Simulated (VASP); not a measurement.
# Al2O3 (P-3m1) in VASP: further runs

Al2O3 is run at these levels: LDA; tasks: single point.

All numbers are computed with VASP 6.6.1; they aren't measurements. Logs are shortened: lines on timing, memory, paths and dates and some standing lists are left out, and cuts for length are marked.

### 1 The cell of the first run

It takes space group P-3m1 (No. 164, trigonal). Conventional cell: a = 3.250 Å, b = 3.250 Å, c = 6.528 Å, α = 90.00°, β = 90.00°, γ = 120.00°. Al (site symmetry 3m) has 1 O at 1.45 Å within 1.9 Å. Within 2.6 Å of O (site symmetry 3m) lie 3 Al at 1.95 Å. Within 1.9 Å of O (site symmetry -3m) lie 2 Al at 1.45 Å.

### 2 Single point, LDA

INCAR

```
SYSTEM = Al2O3
PREC = Accurate
ENCUT = 520
EDIFF = 1E-6
ISMEAR = 0
SIGMA = 0.05
LREAL = .False.
LASPH = .True.
NELM = 100
ALGO = Normal
ISIF = 2
LWAVE = .False.
LCHARG = .False.
NBANDS = 20
```

KPOINTS

```
Automatic mesh
0
Gamma
  12 12 4
  0 0 0
```

POSCAR

```
Al2O3
1.0
    3.2504845347      0.0000000000      0.0000000000
   -1.6252422673      2.8150021817      0.0000000000
    0.0000000000      0.0000000000      6.5276234270
Al O
2 3
Direct
    0.0000000000      0.0000000000      0.2779510000
    0.0000000000      0.0000000000      0.7220490000
    0.3333333333      0.6666666667      0.1994540000
    0.6666666667      0.3333333333      0.8005460000
    0.0000000000      0.0000000000      0.5000000000
```

Potentials or basis: VASP PAW LDA potentials, release 64 (Al, O).

The run is started by

```bash
$ cat potpaw_LDA.64/Al/POTCAR potpaw_LDA.64/O/POTCAR > POTCAR
$ mpirun -np 1 vasp_std > vasp.out
```

OUTCAR:

```text
SYSTEM = Al2O3
   PREC = Accurate
   ENCUT = 520
   EDIFF = 1E-6
   ISMEAR = 0
   LREAL = .False.
   LASPH = .True.
   NELM = 100
   ISIF = 2

 ion  position               nearest neighbor table
   1  0.000  0.000  0.278-   5 1.45   3 1.95   3 1.95   3 1.95   2 2.90
   2  0.000  0.000  0.722-   5 1.45   4 1.95   4 1.95   4 1.95   1 2.90
   3  0.333  0.667  0.199-   1 1.95   1 1.95   1 1.95
   4  0.667  0.333  0.801-   2 1.95   2 1.95   2 1.95
   5  0.000  0.000  0.500-   1 1.45   2 1.45

  LATTYP: Found a hexagonal cell.
 ALAT       =     3.2504845347
 C/A-ratio  =     2.0082001183

  Lattice vectors:

 A1 = (   3.2504845347,   0.0000000000,   0.0000000000)
 A2 = (  -1.6252422673,   2.8150021817,   0.0000000000)
 A3 = (   0.0000000000,   0.0000000000,   6.5276234270)

Analysis of symmetry for initial positions (statically):
=====================================================================
 Subroutine PRICEL returns:
 Original cell was already a primitive cell.

 Routine SETGRP: Setting up the symmetry group for a
 hexagonal supercell.

 Subroutine GETGRP returns: Found 12 space group operations
 (whereof 12 operations were pure point group operations)
 out of a pool of 24 trial point group operations.

The static configuration has the point symmetry D_3d.

Analysis of symmetry for dynamics (positions and initial velocities):
=====================================================================
 Subroutine PRICEL returns:
 Original cell was already a primitive cell.

 Routine SETGRP: Setting up the symmetry group for a
 hexagonal supercell.

 Subroutine GETGRP returns: Found 12 space group operations
 (whereof 12 operations were pure point group operations)
 out of a pool of 24 trial point group operations.

The dynamic configuration has the point symmetry D_3d.

 Subroutine INISYM returns: Found 12 space group operations
 (whereof 12 operations are pure point group operations),
 and found     1 'primitive' translations

----------------------------------------------------------------------------------------

                                     Primitive cell

  volume of cell :      59.7285

  direct lattice vectors                    reciprocal lattice vectors
     3.250484535  0.000000000  0.000000000     0.307646441  0.177619756  0.000000000
    -1.625242267  2.815002182  0.000000000     0.000000000  0.355239512  0.000000000
     0.000000000  0.000000000  6.527623427     0.000000000  0.000000000  0.153195112

  length of vectors
     3.250484535  3.250484535  6.527623427     0.355239512  0.355239512  0.153195112

  position of ions in fractional coordinates (direct lattice)
     0.000000000  0.000000000  0.277951000
     0.000000000  0.000000000  0.722049000
     0.333333333  0.666666667  0.199454000
     0.666666667  0.333333333  0.800546000
     0.000000000  0.000000000  0.500000000

  ion indices of the primitive-cell ions
   primitive index   ion index
                 1           1
                 2           2
                 3           3
                 4           4
                 5           5

----------------------------------------------------------------------------------------

 KPOINTS: Automatic mesh

Automatic generation of k-mesh.
 Grid dimensions read from file:
 generate k-points for:   12   12    4

 Generating k-lattice:

  Cartesian coordinates                     Fractional coordinates (reciprocal lattice)
     0.025637203  0.014801646  0.000000000     0.083333333 -0.000000000  0.000000000
     0.000000000  0.029603293  0.000000000     0.000000000  0.083333333  0.000000000
     0.000000000  0.000000000  0.038298778     0.000000000  0.000000000  0.250000000

  Length of vectors
     0.029603293  0.029603293  0.038298778

  Shift w.r.t. Gamma in fractional coordinates (k-lattice)
     0.000000000  0.000000000  0.000000000

 Subroutine IBZKPT returns following result:
 ===========================================

 Found     69 irreducible k-points:

 Following reciprocal coordinates:
            Coordinates               Weight
  0.000000  0.000000  0.000000      1.000000
  0.083333  0.000000  0.000000      6.000000
  0.166667  0.000000  0.000000      6.000000
  0.250000 -0.000000  0.000000      6.000000
  0.333333 -0.000000  0.000000      6.000000
  0.416667 -0.000000  0.000000      6.000000
[... 16 lines left out ...]
  0.166667  0.000000  0.250000      6.000000
  0.000000  0.166667  0.250000      6.000000
 [... further k-points ...]
   k-points           NKPTS =     69   k-points in BZ     NKDIM =     69   number of bands    NBANDS=     20
   number of dos      NEDOS =    301   number of ions     NIONS =      5
   total plane-waves  NPLWV =  28800
   dimension x,y,z NGX =    24 NGY =   24 NGZ =   50
   dimension x,y,z NGXF=    48 NGYF=   48 NGZF=  100
   ions per type =               2   3
   NGX,Y,Z   is equivalent  to a cutoff of  12.27, 12.27, 12.73 a.u.
   NGXF,Y,Z  is equivalent  to a cutoff of  24.55, 24.55, 25.47 a.u.
 SYSTEM =  Al2O3
   PREC   = accura    normal or accurate (medium, high low for compatibility)
   ISTART =      0    job   : 0-new  1-cont  2-samecut
   ICHARG =      2    charge: 1-file 2-atom 10-const
   ISPIN  =      1    spin polarized calculation?
   LNONCOLLINEAR =      F non collinear calculations
   LSORBIT =      F    spin-orbit coupling
   LASPH  =      T    aspherical Exc in radial PAW
   ENCUT  =  520.0 eV  38.22 Ry    6.18 a.u.   6.04  6.04 12.14*2*pi/ulx,y,z
   NELM   =    100;   NELMIN=  2; NELMDL= -5     # of ELM steps
   EDIFF  = 0.1E-05   stopping-criterion for ELM
   LREAL  =      F    real-space projection
   EDIFFG = 0.1E-04   stopping-criterion for IOM
   NSW    =      0    number of steps for IOM
   IBRION =     -1    ionic relax: 0-MD 1-quasi-New 2-CG
   NFREE  =      0    steps in history (QN), initial steepest desc. (CG)
   ISIF   =      2    stress and relaxation
   ISYM   =      2    0-nonsym 1-usesym 2-fastsym
   POTIM  = 0.5000    time-step for ionic-motion
   TEBEG  =    0.0;   TEEND  =   0.0 temperature during run
   PSTRESS=    0.0 pullay stress
   NELECT =      24.0000    total number of electrons
   NUPDOWN=      -1.0000    fix difference up-down
   EMIN   =  10.00;   EMAX   =-10.00  energy-range for DOS
   EFERMI =   0.00;   METHOD = LEGACY
   ISMEAR =     0;   SIGMA  =   0.05  broadening in eV -4-tet -1-fermi 0-gaus
   EFERMI_NEDOS =   21; number of points for ismear=-14 and -15
   IALGO  =     38    algorithm
   IMIX   =      4    mixing-type and parameters
     AMIX     =   0.40;   BMIX     =  1.00
     AMIX_MAG =   1.60;   BMIX_MAG =  1.00
  volume/ion in A,a.u.               =      11.95        80.61
  Fermi-wavevector in a.u.,A,eV,Ry     =   1.208049  2.282882 19.856107  1.459383
  Thomas-Fermi vector in A             =   2.343669
   LORBIT       =      0    0 simple, 1 ext, 2 COOP (PROOUT), +10 PAW based schemes
   GGA     = CA    functional components
   LHFCALC =     F    Hartree Fock is set to
   AEXX    =    0.0000 exact exchange contribution
   IVDW    =     0    specifies the selected vdW correction
   LEPSILON=     F    determine dielectric tensor
   LRPA    =     F    only Hartree local field effects (RPA)
 non-spin polarized calculation
 Gauss-broadening in eV      SIGMA  =   0.05
  energy-cutoff  :      520.00
  volume of cell :       59.73
 maximum number of plane-waves:      1642
   NGX = 13   NGY = 13   NGZ = 25

 number of electron      24.0000019 magnetization

 Free energy of the ion-electron system (eV)
  ---------------------------------------------------
  ext. energy  EPLUGINS =         0.00000000
  ---------------------------------------------------
  free energy    TOTEN  =       -36.31993701 eV

  energy without entropy =      -36.31993701  energy(sigma->0) =      -36.31993701

 E-fermi :   2.6247     XC(G=0): -10.2620

 val. band max:        2.3783367447   @ k =   0.3333   0.0833   0.2500
 cond. band min:       5.1962235091   @ k =   0.0000   0.0000   0.0000
 fundamental gap:      2.8178867644
 Fermi energy:         2.6246569847

 k-point     1 :       0.0000    0.0000    0.0000
  band No.  band energies     occupation
      1     -15.4555      2.00000
      2     -14.1156      2.00000
      3     -13.7568      2.00000
      4      -2.6071      2.00000
      5      -0.0093      2.00000
      6       0.3068      2.00000
[... 12 lines left out ...]
     19      14.5263      0.00000
     20      15.1412      0.00000

 k-point     2 :       0.0833    0.0000    0.0000
  band No.  band energies     occupation
      1     -15.4133      2.00000
      2     -14.0836      2.00000
      3     -13.7470      2.00000
      4      -2.6238      2.00000
      5      -0.2827      2.00000
      6       0.2042      2.00000
[... 12 lines left out ...]
     19      14.7081      0.00000
     20      15.4649      0.00000

 k-point     3 :       0.1667    0.0000    0.0000
  band No.  band energies     occupation
      1     -15.2935      2.00000
      2     -13.9952      2.00000
      3     -13.7214      2.00000
      4      -2.6891      2.00000
      5      -0.7698      2.00000
      6      -0.1274      2.00000
[... 12 lines left out ...]
     19      15.2200      0.00000
     20      15.6834      0.00000

 k-point     4 :       0.2500   -0.0000    0.0000
  band No.  band energies     occupation
      1     -15.1176      2.00000
      2     -13.8738      2.00000
      3     -13.6889      2.00000
      4      -2.8334      2.00000
      5      -1.3112      2.00000
      6      -0.7468      2.00000
[... 429 lines left out ...]
 k-point    23 :       0.1667    0.0000    0.2500
  band No.  band energies     occupation
      1     -15.2708      2.00000
      2     -14.1211      2.00000
      3     -13.6160      2.00000
      4      -2.6878      2.00000
      5      -0.5676      2.00000
      6      -0.3077      2.00000
[... 12 lines left out ...]
     19      14.7452      0.00000
     20      15.5485      0.00000

 k-point    24 :       0.0000    0.1667    0.2500
  band No.  band energies     occupation
      1     -15.2698      2.00000
      2     -14.1276      2.00000
      3     -13.6099      2.00000
      4      -2.7039      2.00000
      5      -0.7913      2.00000
      6      -0.1911      2.00000
[... 12 lines left out ...]
     19      14.6596      0.00000
     20      15.4378      0.00000

 [... further k-points ...]
[... 5 lines left out ...]
  --------------------------------------------------------------------------------------
  -------------------------------------------------------------------------------------
  Total      -11.1037043    -11.1037043     37.5618950     -0.0000000      0.0000000      0.0000000
  in kB     -297.8492690   -297.8492690   1007.5721249     -0.0000000      0.0000000      0.0000000
  external PRESSURE =     137.2911956 kB  Pullay stress =       0.0000000 kB

 VOLUME and BASIS-vectors are now :
 -----------------------------------------------------------------------------
  energy-cutoff  :      520.00
  volume of cell :       59.73
      direct lattice vectors                 reciprocal lattice vectors
     3.250484535  0.000000000  0.000000000     0.307646441  0.177619756  0.000000000
    -1.625242267  2.815002182  0.000000000     0.000000000  0.355239512  0.000000000
     0.000000000  0.000000000  6.527623427     0.000000000  0.000000000  0.153195112

 POSITION                                       TOTAL-FORCE (eV/Angst)
 -----------------------------------------------------------------------------------
      0.00000      0.00000      1.81436         0.000000     -0.000000    -13.064056
      0.00000      0.00000      4.71326         0.000000      0.000000     13.064056
     -0.00000      1.87667      1.30196        -0.000000     -0.000000      0.221807
      1.62524      0.93833      5.22566         0.000000      0.000000     -0.221807
      0.00000      0.00000      3.26381         0.000000      0.000000      0.000000
 -----------------------------------------------------------------------------------
    total drift:                                0.000000      0.000000     -0.000000

  FREE ENERGIE OF THE ION-ELECTRON SYSTEM (eV)
  ---------------------------------------------------
  free  energy   TOTEN  =       -36.3199370083 eV

  energy  without entropy=      -36.3199370083  energy(sigma->0) =      -36.31993701
```

It took 33 s on 1 thread of AMD EPYC 9R45 (Zen 5), shared host; peak memory 0.16 GiB.

Results:

| Quantity | Value |
| --- | --- |
| Free energy | -36.3199 eV |
| Pressure | 13.7 GPa |
| Largest force | 13.064 eV/Å |
| Band gap on the k mesh | 2.82 eV, indirect (least direct gap 3.09 eV) |

Forces on the atoms (eV/Å):
```
Al    0.000   0.000 -13.064
Al    0.000   0.000  13.064
O     0.000   0.000   0.222
O     0.000   0.000  -0.222
O     0.000   0.000   0.000
```

Stress tensor (GPa, compression positive):
```
-29.78   0.00   0.00
  0.00 -29.78   0.00
  0.00   0.00 100.76
```

Caveat: forces of over 1 eV/Å act on the atoms, so gaps and moduli don't describe the material at rest. A k mesh can miss the band edges.

(Part 1 of 2 ends here.)
